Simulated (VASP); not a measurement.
# Na (P6_3/mmc) in VASP: further runs

Na is run at these levels: PBE; tasks: single point.

All numbers are computed with VASP 6.6.1; they aren't measurements. Logs are shortened: lines on timing, memory, paths and dates and some standing lists are left out, and cuts for length are marked.

### 1 The cell of the first run

The structure is hexagonal, space group P6_3/mmc (No. 194). Conventional cell: a = 3.654 Å, b = 3.654 Å, c = 6.154 Å, α = 90.00°, β = 90.00°, γ = 120.00°. Within 4.8 Å of Na (site symmetry -6m2) lie 12 Na at 3.65 to 3.73 Å.

### 2 Single point, PBE (equal xx and yy strain of -3 %)

File INCAR:

```
SYSTEM = Na
PREC = Accurate
ENCUT = 520
EDIFF = 1E-7
ISMEAR = -1
SIGMA = 0.05
LREAL = .FALSE.
LASPH = .TRUE.
NELM = 100
ALGO = Normal
ISIF = 2
LWAVE = .FALSE.
LCHARG = .FALSE.
GGA = PE
NBANDS = 14
```

File KPOINTS:

```
Automatic mesh
0
G
  13 13 7
  0 0 0
```

File POSCAR:

```
Na
1.0
    3.6539909677      0.0000000000      0.0000000000
   -1.8269954838      3.1644490032      0.0000000000
    0.0000000000      0.0000000000      6.1540000000
Na
2
Direct
    0.3333333333      0.6666666667      0.2500000000
    0.6666666667      0.3333333333      0.7500000000
```

Potentials or basis: VASP PAW PBE potentials, release 64 (Na_pv).

Started as:

```
$ cat potpaw_PBE.64/Na_pv/POTCAR > POTCAR
$ mpirun -np 1 vasp_std > vasp.out
```

OUTCAR:

```text
SYSTEM = Na
   PREC = Accurate
   ENCUT = 520
   EDIFF = 1E-7
   ISMEAR = -1
   LREAL = .FALSE.
   LASPH = .TRUE.
   NELM = 100
   ISIF = 2
   GGA = PE

 ion  position               nearest neighbor table
   1  0.333  0.667  0.250-
   2  0.667  0.333  0.750-

  LATTYP: Found a hexagonal cell.
 ALAT       =     3.6539909677
 C/A-ratio  =     1.6841858818

  Lattice vectors:

 A1 = (   3.6539909677,   0.0000000000,   0.0000000000)
 A2 = (  -1.8269954838,   3.1644490032,   0.0000000000)
 A3 = (   0.0000000000,   0.0000000000,   6.1540000000)

Analysis of symmetry for initial positions (statically):
=====================================================================
 Subroutine PRICEL returns:
 Original cell was already a primitive cell.

 Routine SETGRP: Setting up the symmetry group for a
 hexagonal supercell.

 Subroutine GETGRP returns: Found 24 space group operations
 (whereof 12 operations were pure point group operations)
 out of a pool of 24 trial point group operations.

The static configuration has the point symmetry D_3d.
 The point group associated with its full space group is D_6h.

Analysis of symmetry for dynamics (positions and initial velocities):
=====================================================================
 Subroutine PRICEL returns:
 Original cell was already a primitive cell.

 Routine SETGRP: Setting up the symmetry group for a
 hexagonal supercell.

 Subroutine GETGRP returns: Found 24 space group operations
 (whereof 12 operations were pure point group operations)
 out of a pool of 24 trial point group operations.

The dynamic configuration has the point symmetry D_3d.
 The point group associated with its full space group is D_6h.

 Subroutine INISYM returns: Found 24 space group operations
 (whereof 12 operations are pure point group operations),
 and found     1 'primitive' translations

----------------------------------------------------------------------------------------

                                     Primitive cell

  volume of cell :      71.1579

  direct lattice vectors                    reciprocal lattice vectors
     3.653990968  0.000000000  0.000000000     0.273673364  0.158005390  0.000000000
    -1.826995484  3.164449003  0.000000000     0.000000000  0.316010781  0.000000000
     0.000000000  0.000000000  6.154000000     0.000000000  0.000000000  0.162495938

  length of vectors
     3.653990968  3.653990968  6.154000000     0.316010781  0.316010781  0.162495938

  position of ions in fractional coordinates (direct lattice)
     0.333333333  0.666666667  0.250000000
     0.666666667  0.333333333  0.750000000

  ion indices of the primitive-cell ions
   primitive index   ion index
                 1           1
                 2           2

----------------------------------------------------------------------------------------

 KPOINTS: Automatic mesh

Automatic generation of k-mesh.
 Grid dimensions read from file:
 generate k-points for:   13   13    7

 Generating k-lattice:

  Cartesian coordinates                     Fractional coordinates (reciprocal lattice)
     0.021051797  0.012154261  0.000000000     0.076923077  0.000000000  0.000000000
     0.000000000  0.024308522  0.000000000     0.000000000  0.076923077  0.000000000
     0.000000000  0.000000000  0.023213705     0.000000000  0.000000000  0.142857143

  Length of vectors
     0.024308522  0.024308522  0.023213705

  Shift w.r.t. Gamma in fractional coordinates (k-lattice)
     0.000000000  0.000000000  0.000000000

 Subroutine IBZKPT returns following result:
 ===========================================

 Found     84 irreducible k-points:

 Following reciprocal coordinates:
            Coordinates               Weight
  0.000000  0.000000  0.000000      1.000000
  0.076923  0.000000  0.000000      6.000000
  0.153846  0.000000  0.000000      6.000000
  0.230769  0.000000  0.000000      6.000000
  0.307692  0.000000  0.000000      6.000000
  0.384615  0.000000  0.000000      6.000000
[... 16 lines left out ...]
  0.076923  0.000000  0.142857     12.000000
  0.153846  0.000000  0.142857     12.000000
 [... further k-points ...]
   k-points           NKPTS =     84   k-points in BZ     NKDIM =     84   number of bands    NBANDS=     14
   number of dos      NEDOS =    301   number of ions     NIONS =      2
   total plane-waves  NPLWV =  37632
   dimension x,y,z NGX =    28 NGY =   28 NGZ =   48
   dimension x,y,z NGXF=    56 NGYF=   56 NGZF=   96
   ions per type =               2
   NGX,Y,Z   is equivalent  to a cutoff of  12.74, 12.74, 12.97 a.u.
   NGXF,Y,Z  is equivalent  to a cutoff of  25.48, 25.48, 25.93 a.u.
 SYSTEM =  Na
   PREC   = accura    normal or accurate (medium, high low for compatibility)
   ISTART =      0    job   : 0-new  1-cont  2-samecut
   ICHARG =      2    charge: 1-file 2-atom 10-const
   ISPIN  =      1    spin polarized calculation?
   LNONCOLLINEAR =      F non collinear calculations
   LSORBIT =      F    spin-orbit coupling
   LASPH  =      T    aspherical Exc in radial PAW
   ENCUT  =  520.0 eV  38.22 Ry    6.18 a.u.   6.79  6.79 11.44*2*pi/ulx,y,z
   NELM   =    100;   NELMIN=  2; NELMDL= -5     # of ELM steps
   EDIFF  = 0.1E-06   stopping-criterion for ELM
   LREAL  =      F    real-space projection
   EDIFFG = 0.1E-05   stopping-criterion for IOM
   NSW    =      0    number of steps for IOM
   IBRION =     -1    ionic relax: 0-MD 1-quasi-New 2-CG
   NFREE  =      0    steps in history (QN), initial steepest desc. (CG)
   ISIF   =      2    stress and relaxation
   ISYM   =      2    0-nonsym 1-usesym 2-fastsym
   POTIM  = 0.5000    time-step for ionic-motion
   TEBEG  =    0.0;   TEEND  =   0.0 temperature during run
   PSTRESS=    0.0 pullay stress
   NELECT =      14.0000    total number of electrons
   NUPDOWN=      -1.0000    fix difference up-down
   EMIN   =  10.00;   EMAX   =-10.00  energy-range for DOS
   EFERMI =   0.00;   METHOD = LEGACY
   ISMEAR =    -1;   SIGMA  =   0.05  broadening in eV -4-tet -1-fermi 0-gaus
   EFERMI_NEDOS =   21; number of points for ismear=-14 and -15
   IALGO  =     38    algorithm
   IMIX   =      4    mixing-type and parameters
     AMIX     =   0.40;   BMIX     =  1.00
     AMIX_MAG =   1.60;   BMIX_MAG =  1.00
  volume/ion in A,a.u.               =      35.58       240.10
  Fermi-wavevector in a.u.,A,eV,Ry     =   0.952160  1.799321 12.335153  0.906608
  Thomas-Fermi vector in A             =   2.080697
   LORBIT       =      0    0 simple, 1 ext, 2 COOP (PROOUT), +10 PAW based schemes
   GGA     = PE    functional components
   LHFCALC =     F    Hartree Fock is set to
   AEXX    =    0.0000 exact exchange contribution
   IVDW    =     0    specifies the selected vdW correction
   LEPSILON=     F    determine dielectric tensor
   LRPA    =     F    only Hartree local field effects (RPA)
 non-spin polarized calculation
  energy-cutoff  :      520.00
  volume of cell :       71.16
 maximum number of plane-waves:      1943
 NGX is ok and might be reduce to    28
   NGX = 13   NGY = 13   NGZ = 23

 number of electron      14.0000002 magnetization

 Free energy of the ion-electron system (eV)
  ---------------------------------------------------
  ext. energy  EPLUGINS =         0.00000000
  ---------------------------------------------------
  free energy    TOTEN  =        -2.62219770 eV

  energy without entropy =       -2.61557013  energy(sigma->0) =       -2.61888392

 E-fermi :   0.4552     XC(G=0):  -6.6095

 val. band max:        0.3787970089   @ k =   0.3077   0.2308   0.0000
 cond. band min:       0.4571105050   @ k =   0.3077   0.2308   0.1429
 fundamental gap:      0.0783134961
 Fermi energy:         0.4551705937

 k-point     1 :       0.0000    0.0000    0.0000
  band No.  band energies     occupation
      1     -24.4543      2.00000
      2     -24.4228      2.00000
      3     -24.4228      2.00000
      4     -24.4181      2.00000
      5     -24.4181      2.00000
      6     -24.4170      2.00000
      7      -2.9170      2.00000
      8       0.8688      0.00051
      9       1.2661      0.00000
     10      10.9224      0.00000
     11      10.9224      0.00000
     12      11.0559      0.00000
     13      11.3705      0.00000
     14      11.3705      0.00000

 k-point     2 :       0.0769    0.0000    0.0000
  band No.  band energies     occupation
      1     -24.4535      2.00000
      2     -24.4247      2.00000
      3     -24.4234      2.00000
      4     -24.4201      2.00000
      5     -24.4185      2.00000
      6     -24.4172      2.00000
      7      -2.8249      2.00000
      8       0.9501      0.00010
      9       1.3561      0.00000
     10       9.3358      0.00000
     11      10.2483      0.00000
     12      10.6305      0.00000
     13      11.6302      0.00000
     14      12.1199      0.00000

 k-point     3 :       0.1538    0.0000    0.0000
  band No.  band energies     occupation
      1     -24.4513      2.00000
      2     -24.4301      2.00000
      3     -24.4256      2.00000
      4     -24.4250      2.00000
      5     -24.4195      2.00000
      6     -24.4179      2.00000
      7      -2.5496      2.00000
      8       1.1942      0.00000
      9       1.6230      0.00000
     10       7.5265      0.00000
     11       9.5233      0.00000
     12       9.6590      0.00000
     13      10.8720      0.00000
     14      11.5314      0.00000
[... 324 lines left out ...]
 k-point    23 :       0.0769    0.0000    0.1429
  band No.  band energies     occupation
      1     -24.4518      2.00000
      2     -24.4244      2.00000
      3     -24.4231      2.00000
      4     -24.4209      2.00000
      5     -24.4187      2.00000
      6     -24.4184      2.00000
      7      -2.7410      2.00000
      8       0.1042      1.99821
      9       2.3433      0.00000
     10       9.3623      0.00000
     11      10.1367      0.00000
     12      10.3134      0.00000
     13      10.7525      0.00000
     14      12.0437      0.00000

 k-point    24 :       0.1538    0.0000    0.1429
  band No.  band energies     occupation
      1     -24.4499      2.00000
      2     -24.4297      2.00000
      3     -24.4264      2.00000
      4     -24.4247      2.00000
      5     -24.4197      2.00000
      6     -24.4189      2.00000
      7      -2.4663      2.00000
      8       0.3629      1.72735
      9       2.5940      0.00000
     10       7.5952      0.00000
     11       9.5393      0.00000
     12       9.5906      0.00000
     13      10.0769      0.00000
     14      11.1258      0.00000

 [... further k-points ...]

------------------------ aborting loop because EDIFF is reached ----------------------------------------

  FORCE on cell =-STRESS in cart. coord.  units (eV):
  Direction    XX          YY          ZZ          XY          YZ          ZX
  --------------------------------------------------------------------------------------
  -------------------------------------------------------------------------------------
  Total        0.1885116      0.1885116      0.0791553      0.0000000      0.0000000      0.0000000
  in kB        4.2444898      4.2444898      1.7822449      0.0000000      0.0000000      0.0000000
  external PRESSURE =       3.4237415 kB  Pullay stress =       0.0000000 kB

 VOLUME and BASIS-vectors are now :
 -----------------------------------------------------------------------------
  energy-cutoff  :      520.00
  volume of cell :       71.16
      direct lattice vectors                 reciprocal lattice vectors
     3.653990968  0.000000000  0.000000000     0.273673364  0.158005390  0.000000000
    -1.826995484  3.164449003  0.000000000     0.000000000  0.316010781  0.000000000
     0.000000000  0.000000000  6.154000000     0.000000000  0.000000000  0.162495938

 POSITION                                       TOTAL-FORCE (eV/Angst)
 -----------------------------------------------------------------------------------
     -0.00000      2.10963      1.53850        -0.000000      0.000000      0.000000
      1.82700      1.05482      4.61550         0.000000     -0.000000      0.000000
 -----------------------------------------------------------------------------------
    total drift:                                0.000000     -0.000000      0.000000

  FREE ENERGIE OF THE ION-ELECTRON SYSTEM (eV)
  ---------------------------------------------------
  free  energy   TOTEN  =        -2.6221976990 eV

  energy  without entropy=       -2.6155701338  energy(sigma->0) =       -2.61888392
```

Run time: 29 s. Hardware: 1 thread of Intel Xeon 6975P-C (Granite Rapids), shared host; peak memory 0.2 GiB.

What came out:

```yaml
Free_energy: -2.6222 eV
Pressure: 0.3 GPa
Band_gap_on_the_k_mesh: zero (band 7 reaches 1.97 eV, above the bottom of band 8 at -1.59 eV)
```

Caveat: the cell differs from its parent crystal (equal xx and yy strain of -3 %).

### 3 Single point, PBE (zz strain of -3 %)

File INCAR:

```
SYSTEM = Na
PREC = Accurate ; ENCUT = 520
EDIFF = 1E-7 ; ISMEAR = -1
SIGMA = 0.05 ; LREAL = .False.
LASPH = .True. ; NELM = 60
ALGO = Normal ; ISIF = 2
LWAVE = .False. ; LCHARG = .False.
GGA = PE ; NBANDS = 14
```

File KPOINTS:

```
Automatic mesh
0
Gamma
  13 13 7
  0 0 0
```

File POSCAR:

```
Na
1.0
    3.7670009976      0.0000000000      0.0000000000
   -1.8835004988      3.2623185600      0.0000000000
    0.0000000000      0.0000000000      5.9693800000
Na
2
Direct
    0.3333333333      0.6666666667      0.2500000000
    0.6666666667      0.3333333333      0.7500000000
```

Potentials or basis: VASP PAW PBE potentials, release 64 (Na_pv).

Started as:

```
$ cat potpaw_PBE.64/Na_pv/POTCAR > POTCAR
$ mpirun -np 1 vasp_std > vasp.out
```

Run time: 32 s. Hardware: 1 thread of Intel Xeon 6975P-C (Granite Rapids), shared host; peak memory 0.2 GiB.

Results (log left out):

```
Free energy            : -2.6232 eV
Pressure               : 0.1 GPa
Band gap on the k mesh : zero (band 7 reaches 1.76 eV, above the bottom of band 8 at -1.53 eV)
```

Stress tensor (GPa, compression positive):
```
-0.03  0.00  0.00
 0.00 -0.03  0.00
 0.00  0.00  0.33
```

Levels at points of the mesh, in eV from the Fermi level:
| k point | band 5 | band 6 | band 7 | band 8 | band 9 | band 10 |
| --- | --- | --- | --- | --- | --- | --- |
| (0.00, 0.00, 0.00) | -24.88 | -24.88 | -3.30 | 0.70 | 1.16 | 9.80 |

Caveat: the cell differs from its parent crystal (zz strain of -3 %).

### 4 Single point, PBE (equal xx and yy strain of -1 %)

File INCAR:

```
PREC = Accurate
ENCUT = 520
EDIFF = 1E-7
ISMEAR = -1
SIGMA = 0.05
LREAL = False
LASPH = True
NELM = 100
ALGO = Normal
ISIF = 2
LWAVE = False
LCHARG = False
GGA = PE
NBANDS = 14
```

File KPOINTS:

```
Automatic mesh
0
Gamma
  13 13 7
```

File POSCAR:

```
Na
1.0
    3.7293309876      0.0000000000      0.0000000000
   -1.8646654938      3.2296953744      0.0000000000
    0.0000000000      0.0000000000      6.1540000000
Na
2
Direct
    0.3333333333      0.6666666667      0.2500000000
    0.6666666667      0.3333333333      0.7500000000
```

Started as:

```
$ cat potpaw_PBE.64/Na_pv/POTCAR > POTCAR
$ mpirun -np 1 vasp_std > vasp.out
```

Wall time 28 s (1 thread of Intel Xeon 6975P-C (Granite Rapids), shared host); peak memory 0.2 GiB.

It converged, with:

* Free energy: -2.6260 eV
* Pressure: 0.0 GPa
* Band gap on the k mesh: zero (band 7 reaches 1.78 eV, above the bottom of band 8 at -1.62 eV)

Levels at points of the mesh, in eV from the Fermi level:
```csv
k point,band 3,band 4,band 5,band 6,band 7,band 8,band 9,band 10,band 11,band 12
"(0.00, 0.00, 0.00)",-24.90,-24.89,-24.89,-24.89,-3.28,0.51,0.90,10.07,10.07,10.45
```

Caveat: the cell differs from its parent crystal (equal xx and yy strain of -1 %).

### 5 Single point, PBE (zz strain of -2 %)

File INCAR:

```
ALGO = Normal ; EDIFF = 1E-7
ENCUT = 520 ; GGA = PE
ISIF = 2 ; ISMEAR = -1
LASPH = T ; LCHARG = F
LREAL = F ; LWAVE = F
NBANDS = 14 ; NELM = 60
PREC = Accurate ; SIGMA = 0.05
```

File KPOINTS:

```
k-points
0
Gamma
  13 13 7
```

File POSCAR:

```
Na
1.0
    3.7670009976      0.0000000000      0.0000000000
   -1.8835004988      3.2623185600      0.0000000000
    0.0000000000      0.0000000000      6.0309200000
Na
2
Direct
    0.3333333333      0.6666666667      0.2500000000
    0.6666666667      0.3333333333      0.7500000000
```

Started as:

```
$ cat potpaw_PBE.64/Na_pv/POTCAR > POTCAR
$ mpirun -np 1 vasp_std > vasp.out
```

Run time: 28 s. Hardware: 1 thread of Intel Xeon 6975P-C (Granite Rapids), shared host; peak memory 0.21 GiB.

The run converged. Its results:

| Quantity | Value |
| --- | --- |
| Free energy | -2.6244 eV |
| Pressure | 0.0 GPa |
| Band gap on the k mesh | zero (band 7 reaches 1.74 eV, above the bottom of band 8 at -1.57 eV) |

Stress tensor (GPa, compression positive):
```
-0.09  0.00  0.00
 0.00 -0.09  0.00
 0.00  0.00  0.19
```

Levels at points of the mesh, in eV from the Fermi level:
```tsv
k point	band 4	band 5	band 6	band 7	band 8	band 9	band 10	band 11
(0.00, 0.00, 0.00)	-24.89	-24.89	-24.89	-3.27	0.65	1.09	9.83	9.83
```

Caveat: the cell differs from its parent crystal (zz strain of -2 %).

### 6 The runs side by side

| cell | gap on the mesh (eV) | pressure (GPa) |
| --- | --- | --- |
| a = 3.654, b = 3.654, c = 6.154 Å, angles 90.0, 90.0, 120.0°, 2 atoms | none | 0.3 |
| a = 3.767, b = 3.767, c = 5.969 Å, angles 90.0, 90.0, 120.0°, 2 atoms | none | 0.1 |
| a = 3.729, b = 3.729, c = 6.154 Å, angles 90.0, 90.0, 120.0°, 2 atoms | none | 0.0 |
| a = 3.767, b = 3.767, c = 6.031 Å, angles 90.0, 90.0, 120.0°, 2 atoms | none | 0.0 |

Alike in all rows: task single point; level PBE; potentials or basis VASP PAW PBE potentials, release 64 (Na_pv); no spin polarisation; k mesh 13 × 13 × 7; cutoff (eV) 520; smearing fermi-dirac 0.05 eV.

Absolute energies hang on the potentials; compare differences alone.
